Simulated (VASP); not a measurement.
# CaB6 (Pm-3m) in VASP: further runs, part 2 of 2

VASP 6.6.1. Earlier steps stand in the parts before.

## 3. Relaxation of the atoms, PBE (10.50 Å³/atom)

This run uses another cell than the first one, of 10.50 Å³/atom.

The input, INCAR:

```
SYSTEM = CaB6
  PREC = Accurate
  ENCUT = 520
  EDIFF = 1E-7
  ISMEAR = 0
  SIGMA = 0.01
  LREAL = .False.
  LASPH = .True.
  NELM = 80
  ALGO = Normal
  ISIF = 2
  LWAVE = .False.
  LCHARG = .False.
  GGA = PE
  IBRION = 2
  NSW = 50
  EDIFFG = -0.01
```

The input, KPOINTS:

```
regular mesh
0
Gamma
  8 8 8
  0 0 0
```

The input, POSCAR:

```
CaB6
1.0
    4.1888017831      0.0000000000      0.0000000000
    0.0000000000      4.1888017831      0.0000000000
    0.0000000000      0.0000000000      4.1888017831
Ca B
1 6
Direct
    0.5000000000      0.5000000000      0.5000000000
    0.0000000000      0.0000000000      0.2982058821
    0.0000000000      0.0000000000      0.7017941179
    0.2982058821      0.0000000000      0.0000000000
    0.7017941179      0.0000000000      0.0000000000
    0.0000000000      0.2982058821      0.0000000000
    0.0000000000      0.7017941179      0.0000000000
```

Potentials or basis: VASP PAW PBE potentials, release 64 (Ca_sv, B).

The run is started by

```console
> cat potpaw_PBE.64/Ca_sv/POTCAR potpaw_PBE.64/B/POTCAR > POTCAR
> mpirun -np 1 vasp_std > vasp.out
```

OUTCAR:

```text
SYSTEM = CaB6
   PREC = Accurate
   ENCUT = 520
   EDIFF = 1E-7
   ISMEAR = 0
   LREAL = .False.
   LASPH = .True.
   NELM = 80
   ISIF = 2
   GGA = PE
   IBRION = 2
   NSW = 50
   EDIFFG = -0.01

 ion  position               nearest neighbor table
   1  0.500  0.500  0.500-
   2  0.000  0.000  0.298-   3 1.69   4 1.77   5 1.77   6 1.77   7 1.77
   3  0.000  0.000  0.702-   2 1.69   4 1.77   5 1.77   6 1.77   7 1.77
   4  0.298  0.000  0.000-   5 1.69   3 1.77   2 1.77   6 1.77   7 1.77
   5  0.702  0.000  0.000-   4 1.69   3 1.77   2 1.77   6 1.77   7 1.77
   6  0.000  0.298  0.000-   7 1.69   3 1.77   4 1.77   5 1.77   2 1.77
   7  0.000  0.702  0.000-   6 1.69   3 1.77   4 1.77   5 1.77   2 1.77

  LATTYP: Found a simple cubic cell.
 ALAT       =     4.1888017831

  Lattice vectors:

 A1 = (   4.1888017831,   0.0000000000,   0.0000000000)
 A2 = (   0.0000000000,   4.1888017831,   0.0000000000)
 A3 = (   0.0000000000,   0.0000000000,   4.1888017831)

Analysis of symmetry for initial positions (statically):
=====================================================================
 Subroutine PRICEL returns:
 Original cell was already a primitive cell.

 Routine SETGRP: Setting up the symmetry group for a
 simple cubic supercell.

 Subroutine GETGRP returns: Found 48 space group operations
 (whereof 48 operations were pure point group operations)
 out of a pool of 48 trial point group operations.

The static configuration has the point symmetry O_h .

Analysis of symmetry for dynamics (positions and initial velocities):
=====================================================================
 Subroutine PRICEL returns:
 Original cell was already a primitive cell.

 Routine SETGRP: Setting up the symmetry group for a
 simple cubic supercell.

 Subroutine GETGRP returns: Found 48 space group operations
 (whereof 48 operations were pure point group operations)
 out of a pool of 48 trial point group operations.

[... 138 lines left out ...]
   IVDW    =     0    specifies the selected vdW correction
   LEPSILON=     F    determine dielectric tensor
   LRPA    =     F    only Hartree local field effects (RPA)
 conjugate gradient relaxation of ions
 non-spin polarized calculation
 Gauss-broadening in eV      SIGMA  =   0.01
  energy-cutoff  :      520.00
  volume of cell :       73.50
 maximum number of plane-waves:      2000
 NGX is ok and might be reduce to    32
   NGX = 15   NGY = 15   NGZ = 15

--------------------------------------- Ionic step        1  -------------------------------------------

 number of electron      28.0000002 magnetization

 Free energy of the ion-electron system (eV)
  ---------------------------------------------------
  ext. energy  EPLUGINS =         0.00000000
  ---------------------------------------------------
  free energy    TOTEN  =       -44.98954703 eV

  energy without entropy =      -44.98954702  energy(sigma->0) =      -44.98954703

------------------------ aborting loop because EDIFF is reached ----------------------------------------

  FORCE on cell =-STRESS in cart. coord.  units (eV):
  Direction    XX          YY          ZZ          XY          YZ          ZX
  --------------------------------------------------------------------------------------
  -------------------------------------------------------------------------------------
  Total       -1.9468863     -1.9468863     -1.9468863      0.0000000     -0.0000000      0.0000000
  in kB      -42.4406213    -42.4406213    -42.4406213      0.0000000     -0.0000000      0.0000000
  external PRESSURE =     -42.4406213 kB  Pullay stress =       0.0000000 kB
[... 69 lines left out ...]
--------------------------------------- Ionic step        3  -------------------------------------------

 number of electron      28.0000002 magnetization

 Free energy of the ion-electron system (eV)
  ---------------------------------------------------
  ext. energy  EPLUGINS =         0.00000000
  ---------------------------------------------------
  free energy    TOTEN  =       -44.99035244 eV

  energy without entropy =      -44.99035243  energy(sigma->0) =      -44.99035244

 E-fermi :   4.4703     XC(G=0): -10.4419

 val. band max:        4.4384834382   @ k =   0.3750   0.0000   0.0000
 cond. band min:       4.5009712279   @ k =   0.5000   0.0000   0.0000
 fundamental gap:      0.0624877897
 Fermi energy:         4.4702906491

 k-point     1 :       0.0000    0.0000    0.0000
  band No.  band energies     occupation
      1     -36.8288      2.00000
      2     -17.8057      2.00000
      3     -17.8057      2.00000
      4     -17.8057      2.00000
      5      -9.8031      2.00000
      6      -2.2700      2.00000
[... 481 lines left out ...]
      5      -9.1979      2.00000
      6      -4.2795      2.00000
[... 10 lines left out ...]
     17       8.6927      0.00000
     18       8.9414      0.00000

 [... further k-points ...]

------------------------ aborting loop because EDIFF is reached ----------------------------------------

  FORCE on cell =-STRESS in cart. coord.  units (eV):
  Direction    XX          YY          ZZ          XY          YZ          ZX
  --------------------------------------------------------------------------------------
  -------------------------------------------------------------------------------------
  Total       -1.8861670     -1.8861670     -1.8861670     -0.0000000     -0.0000000      0.0000000
  in kB      -41.1169883    -41.1169883    -41.1169883     -0.0000000     -0.0000000      0.0000000
  external PRESSURE =     -41.1169883 kB  Pullay stress =       0.0000000 kB
[... 22 lines left out ...]
  FREE ENERGIE OF THE ION-ELECTRON SYSTEM (eV)
  ---------------------------------------------------
  free  energy   TOTEN  =       -44.9903524401 eV

  energy  without entropy=      -44.9903524346  energy(sigma->0) =      -44.99035244

 reached required accuracy - stopping structural energy minimisation
```

OSZICAR:

```text
N       E                     dE             d eps       ncg     rms          rms(c)
DAV:   1     0.152071932783E+03    0.15207E+03   -0.13637E+04  1260   0.145E+03
DAV:   2    -0.425103948485E+02   -0.19458E+03   -0.18938E+03  1728   0.331E+02
DAV:   3    -0.497940893492E+02   -0.72837E+01   -0.72732E+01  2286   0.606E+01
[... 26 lines left out ...]
DAV:   3    -0.449903570921E+02    0.18305E-03   -0.14498E-03  1668   0.188E-01    0.152E-02
DAV:   4    -0.449903545868E+02    0.25053E-05   -0.18495E-04  1728   0.800E-02    0.122E-02
DAV:   5    -0.449903528212E+02    0.17655E-05   -0.19046E-05  1624   0.248E-02    0.245E-03
DAV:   6    -0.449903525026E+02    0.31857E-06   -0.19435E-06  1540   0.879E-03    0.993E-04
DAV:   7    -0.449903524401E+02    0.62571E-07   -0.17902E-07  1128   0.226E-03
   3 F= -.44990352E+02 E0= -.44990352E+02  d E =-.805411E-03
```

Run time: 61 s. Hardware: 1 thread of Intel Xeon Platinum 8259CL at 2.50GHz (Skylake/Cascade Lake), shared host; peak memory 0.2 GiB.

What came out:

```yaml
Free_energy: -44.9904 eV
Energy_gained_by_relaxing: 0.1 meV/atom
Ionic_steps: 3
Pressure_after_relaxing: -4.1 GPa
Band_gap_on_the_k_mesh: 0.06 eV
```

Forces in eV/Å, atoms in the order of the input:
```
Ca   0.000  0.000  0.000
B    0.000  0.000 -0.002
B    0.000  0.000  0.002
B   -0.002  0.000  0.000
B    0.002  0.000  0.000
B    0.000 -0.002  0.000
B    0.000  0.002  0.000
```

The path:
```
step  energy change (eV)  largest force (eV/Å)  pressure (GPa)
   1              0.0000                0.1271           -4.24
   2              0.0020                0.2288           -3.82
   3             -0.0008                0.0021           -4.11
```

Final structure:
```xyz
7
Lattice="4.1888 0.0000 0.0000 0.0000 4.1888 0.0000 0.0000 0.0000 4.1888" Properties=species:S:1:pos:R:3 pbc="T T T"
Ca    2.0944    2.0944    2.0944
B     0.0000    0.0000    1.2470
B     0.0000    0.0000    2.9418
B     1.2470    0.0000    0.0000
B     2.9418    0.0000    0.0000
B     0.0000    1.2470    0.0000
B     0.0000    2.9418    0.0000
```

A k mesh can miss the band edges.

## 4. Relaxation of the atoms, PBE (10.81 Å³/atom)

This run uses another cell than the first one, of 10.81 Å³/atom.

The input, INCAR:

```
SYSTEM = CaB6
PREC = Accurate
ENCUT = 520
EDIFF = 1E-6
ISMEAR = 0
SIGMA = 0.01
LREAL = .False.
LASPH = .True.
NELM = 100
ALGO = Normal
ISIF = 2
LWAVE = .False.
LCHARG = .False.
GGA = PE
IBRION = 2
NSW = 50
EDIFFG = -0.01
```

KPOINTS is that of step 3.

The input, POSCAR:

```
CaB6
1.0
    4.2290811943      0.0000000000      0.0000000000
    0.0000000000      4.2290811943      0.0000000000
    0.0000000000      0.0000000000      4.2290811943
Ca B
1 6
Direct
    0.5000000000      0.5000000000      0.5000000000
    0.0000000000      0.0000000000      0.2976422994
    0.0000000000      0.0000000000      0.7023577006
    0.2976422994      0.0000000000      0.0000000000
    0.7023577006      0.0000000000      0.0000000000
    0.0000000000      0.2976422994      0.0000000000
    0.0000000000      0.7023577006      0.0000000000
```

The run is started by

```console
> cat potpaw_PBE.64/Ca_sv/POTCAR potpaw_PBE.64/B/POTCAR > POTCAR
> mpirun -np 1 vasp_std > vasp.out
```

It took 68 s on 1 thread of Intel Xeon Platinum 8375C at 2.90GHz (Ice Lake), shared host; peak memory 0.2 GiB.

Results (log left out):

| Item | Value |
| --- | --- |
| Free energy | -44.9116 eV |
| Energy gained by relaxing | 0.2 meV/atom |
| Ionic steps | 3 |
| Pressure after relaxing | -7.7 GPa |
| Band gap on the k mesh | 0.02 eV |

Forces on the atoms (eV/Å):
```
Ca   0.000  0.000  0.000
B    0.000  0.000 -0.003
B    0.000  0.000  0.003
B   -0.003  0.000  0.000
B    0.003  0.000  0.000
B    0.000 -0.003  0.000
B    0.000  0.003  0.000
```

The path:
```
step  energy change (eV)  largest force (eV/Å)  pressure (GPa)
   1              0.0000                0.1284           -7.92
   2              0.0008                0.1865           -7.48
   3             -0.0011                0.0027           -7.72
```

Final structure:
```
Ca B
1.0
     4.22908    0.00000    0.00000
     0.00000    4.22908    0.00000
     0.00000    0.00000    4.22908
Ca B
1 6
Direct
  0.50000 0.50000 0.50000
  0.00000 0.00000 0.29700
  0.00000 0.00000 0.70300
  0.29700 0.00000 0.00000
  0.70300 0.00000 0.00000
  0.00000 0.29700 0.00000
  0.00000 0.70300 0.00000
```

Levels at points of the mesh, in eV from the valence-band top:
| k point | band 10 | band 11 | band 12 | band 13 | band 14 | band 15 | band 16 | band 17 | band 18 |
| --- | --- | --- | --- | --- | --- | --- | --- | --- | --- |
| (0.00, 0.00, 0.00) | -5.20 | -5.20 | -0.36 | -0.36 | -0.36 | 2.79 | 2.79 | 2.79 | 3.21 |
| (0.50, 0.00, 0.00) | -4.84 | -2.30 | -2.30 | -1.73 | 0.00 | 0.02 | 3.04 | 3.04 | 3.51 |
| (0.50, 0.50, 0.00) | -4.72 | -2.57 | -2.57 | -1.44 | -1.44 | 2.95 | 2.95 | 3.84 | 4.07 |
| (0.50, 0.50, 0.50) | -4.18 | -4.18 | -1.08 | -1.08 | -1.08 | 3.96 | 4.46 | 4.50 | 4.51 |

A k mesh can miss the band edges.

## 5. Overview

| cell | gap on the mesh (eV) | pressure (GPa) |
| --- | --- | --- |
| atoms relaxed from a = 4.106 Å, 7 atoms, atomic positions A | 0.07 | 4.9 |
| atoms relaxed from a = 4.189 Å, 7 atoms, atomic positions A | 0.06 | -4.1 |
| atoms relaxed from a = 4.229 Å, 7 atoms, atomic positions B | 0.02 | -7.7 |

Alike in all rows: task relaxation of the atoms; level PBE; potentials or basis VASP PAW PBE potentials, release 64 (Ca_sv, B); no spin polarisation; k mesh 8 × 8 × 8; cutoff (eV) 520; smearing gaussian 0.01 eV.

Absolute energies hang on the potentials; compare differences alone.
